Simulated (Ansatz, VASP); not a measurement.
## Two plane-wave programs on Fe

POSCAR

```
Fe
1.0
   -1.4700000000      1.4700000000      1.4700000000
    1.4700000000     -1.4700000000      1.4700000000
    1.4700000000      1.4700000000     -1.4700000000
Fe
1
Direct
    0.0000000000      0.0000000000      0.0000000000
```

File INCAR.step1:

```
PREC = Accurate
ENCUT = 520
ISMEAR = -1
SIGMA = 0.05
LREAL = False
LASPH = True
NELM = 150
ISPIN = 2
MAGMOM = 4
LMAXMIX = 4
NBANDS = 14
GGA = PE
ALGO = Normal
EDIFF = 1E-4
LWAVE = True
LCHARG = False
```

The input INCAR.step2:

```
PREC = Accurate
ENCUT = 520
EDIFF = 1E-7
ISMEAR = -1
SIGMA = 0.05
LREAL = False
LASPH = True
NELM = 150
ALGO = Normal
ISIF = 2
LWAVE = False
LCHARG = False
ISPIN = 2
MAGMOM = 4
LORBIT = 11
LMAXMIX = 4
METAGGA = R2SCAN
LMIXTAU = True
NBANDS = 14
ISTART = 1
```

KPOINTS

```
Automatic mesh
0
Gamma
  14 14 14
```

Input for Ansatz:

```yaml
crystal:
  lattice:
    - [-1.47, 1.47, 1.47]
    - [1.47, -1.47, 1.47]
    - [1.47, 1.47, -1.47]
  atoms:
    - { symbol: Fe, position: [0.0, 0.0, 0.0], spin: 4.0 }
magnetization:
  spin_polarized: true
hamiltonian:
  xc: r2scan
  pseudopotentials: { kind: paw }
basis:
  ecutwfc: 500
kpoints:
  mp_grid: { grid: [14, 14, 14] }
scf:
  occupations: { method: fermi_dirac, width: 0.05 }
  lower_state_search: "off"
  algorithm: density_mixing
  max_iter: 80
  mixing: { algorithm: broyden, beta: 0.4, beta_mag: 0.1, spin_hold: "off" }
output:
  forces: true
  stress: true
```

Alike in both runs: task single point; functional r2SCAN; k mesh 14 × 14 × 14; occupations fermi-dirac, width 0.05 eV; collinear spin.

|  | VASP | Ansatz |
| --- | --- | --- |
| version | VASP 6.6.1 | Ansatz 0.2.0 |
| potentials or method | VASP PAW PBE potentials, release 64 (Fe), cutoff 520 eV | PAW, plane waves, scalar-relativistic |
| valence electrons in the cell | 8 | 16 |

|  | VASP | Ansatz | Ansatz less VASP |
| --- | --- | --- | --- |
| pressure (GPa) | -11.1 | -10.8 | +0.29 |
| net moment per atom (μB) | 2.75 | 2.75 | +0.004 |
| size of the moment on the site where the two differ most (μB) | 2.84 | 2.92 | +0.081 |

VASP's potentials were made for PBE, not for r2SCAN. Site moments also hang on the region over which each program counts them. With one functional, cell and mesh, what is left measures potentials, basis and numerics. VASP's potentials hold 8 valence electrons a cell and Ansatz's 16, so a difference there can come from the potentials and not from the codes. Ansatz's warnings: stability check not made.
